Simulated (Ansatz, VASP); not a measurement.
Two plane-wave programs on TePb

```
CELL_PARAMETERS angstrom
0.00000 3.51491 3.51491
3.51491 0.00000 3.51491
3.51491 3.51491 0.00000
ATOMIC_POSITIONS crystal
Pb 0.00000 0.00000 0.00000
Te 0.25000 0.25000 0.25000
```

Change from the starting cell: volume scaled by 0.88, PAW files.

Alike in both runs: task single point; functional PBE; k mesh 12 × 12 × 12; occupations fermi-dirac, width 0.05 eV; no spin polarisation.

```csv
,VASP,Ansatz
version,VASP 6.6.1,Ansatz 0.2.0
potentials or method,"VASP PAW PBE potentials, release 64 (Pb_d, Te)","PAW with Ansatz's default frozen-core files, scalar-relativistic"
plane-wave cutoff (eV),520,420
valence electrons in the cell,20,30
```

Ansatz gave:

```
pressure (GPa) : 4.1
```

**Question.** Estimate VASP's values.

**Answer.** Pressure (GPa): 4.0.

With one functional, cell and mesh, what is left measures potentials, basis and numerics. VASP's potentials hold 20 valence electrons a cell and Ansatz's 30, so a difference there can come from the potentials and not from the codes.

Neither program's run includes spin-orbit coupling.
